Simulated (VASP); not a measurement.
Zn, 1 atom in the cell. It takes space group Pm-3m (No. 221, cubic). The conventional cell has a = 2.666 Å, b = 2.666 Å, c = 2.666 Å, α = 90.00°, β = 90.00°, γ = 90.00°. Zn (site symmetry m-3m) has 6 Zn at 2.67 Å within 3.5 Å. 

| Property | Result |
| --- | --- |
| Program | VASP 6.6.1 |
| Task | single point |
| Functional | PBE |
| Potentials or basis | VASP PAW PBE potentials, release 64 (Zn) |
| Cutoff | 520 eV |
| k mesh | 21 × 21 × 21 |
| Occupations | fermi-dirac, width 0.0612256 eV |
| Spin | no spin polarisation |
| Dipole correction | no |
| Further INCAR settings | ALGO = Normal; EDIFF = 1e-06; NBANDS = 12 |

Potentials or basis: VASP PAW PBE potentials, release 64 (Zn).

Command:

```sh
$ cat potpaw_PBE.64/Zn/POTCAR > POTCAR
$ mpirun -np 1 vasp_std > vasp.out
```

Hardware: 1 thread of Intel(R) Xeon(R) Platinum 8375C CPU @ 2.90GHz (Ice Lake), with other jobs on the host.

Task: Estimate the wall time of this run.

Result: Run time: 26 s on 1 thread of Intel(R) Xeon(R) Platinum 8375C CPU @ 2.90GHz (Ice Lake), with other jobs on the host, peak memory 0.17 GiB. Counts: scf iterations 11, k points 286.
